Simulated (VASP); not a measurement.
Here is a VASP 6.6.1 calculation.

Contents of INCAR:

```
SYSTEM = Ir
PREC     = Accurate       ! precision mode
ENCUT    = 520            ! plane-wave cutoff, eV
EDIFF    = 1E-7           ! SCF threshold, eV
ISMEAR   = -1             ! smearing method
SIGMA    = 0.1            ! smearing width, eV
LREAL    = .FALSE.        ! projectors in reciprocal space
LASPH    = .TRUE.         ! aspherical terms in the spheres
NELM     = 80             ! most SCF steps
ALGO     = Normal         ! electronic algorithm
ISIF     = 2              ! what is computed and relaxed
LWAVE    = .FALSE.        ! write WAVECAR
LCHARG   = .FALSE.        ! write CHGCAR
GGA      = RE             ! functional
NBANDS   = 10             ! bands
```

File KPOINTS:

```
regular mesh
0
G
  23 23 23
  0 0 0
```

POSCAR

```
Ir
1.0
    0.0000000000      1.8607051986      1.8607051986
    1.8607051986      0.0000000000      1.8607051986
    1.8607051986      1.8607051986      0.0000000000
Ir
1
Direct
    0.0000000000      0.0000000000      0.0000000000
```

Potentials or basis: VASP PAW PBE potentials, release 64 (Ir).

Launch:

```sh
$ cat potpaw_PBE.64/Ir/POTCAR > POTCAR
$ mpirun -np 1 vasp_std > vasp.out
```

(1) Estimate the pressure.

## Answers

(1) 60.0 GPa.

Caveat: the PAW data sets were made with another functional, which shifts forces and pressure a little.
